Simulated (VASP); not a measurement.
Set up this calculation in VASP 6.6.1, as the native input.

```
Task                   : single point
Functional             : PBEsol
Potentials or basis    : VASP PAW PBE potentials, release 64 (Ba_sv, Si)
Cutoff                 : 520 eV
k mesh                 : 8 × 8 × 8
Occupations            : gaussian, width 0.05 eV
Spin                   : no spin polarisation
Dipole correction      : no
Further INCAR settings : ALGO = Normal; EDIFF = 1e-06; NBANDS = 19
```

The structure of BaSi3 lies in POSCAR:

```
BaSi3
1.0
    4.4723910166      0.0000000000      0.0000000000
    0.0000000000      4.4723910166      0.0000000000
    0.0000000000      0.0000000000      4.4723910166
Ba Si
1 3
Direct
    0.0000000000      0.0000000000      0.0000000000
    0.0000000000      0.5000000000      0.5000000000
    0.5000000000      0.5000000000      0.0000000000
    0.5000000000      0.0000000000      0.5000000000
```

The input as run:

INCAR

```
SYSTEM = BaSi3
  PREC = Accurate
  ENCUT = 520
  EDIFF = 1E-6
  ISMEAR = 0
  SIGMA = 0.05
  LREAL = .False.
  LASPH = .True.
  NELM = 100
  ALGO = Normal
  ISIF = 2
  LWAVE = .False.
  LCHARG = .False.
  GGA = PS
  NBANDS = 19
```

KPOINTS

```
regular mesh
0
Gamma
  8 8 8
  0 0 0
```

Potentials or basis: VASP PAW PBE potentials, release 64 (Ba_sv, Si).

The run is started by

```console
$ cat potpaw_PBE.64/Ba_sv/POTCAR potpaw_PBE.64/Si/POTCAR > POTCAR
$ mpirun -np 1 vasp_std > vasp.out
```

It gave:

The pressure is -1.2 GPa. The band gap on the k mesh is zero (bands 11 and 12 overlap by 2.01 eV).

Caveat: the PAW data sets were made with another functional, which shifts forces and pressure a little; spin-orbit coupling is left out, which moves the levels of the heavy elements.

It took 38 s on 1 thread of Intel(R) Xeon(R) Platinum 8488C (Sapphire Rapids) (shared host), peak memory 0.23 GiB.
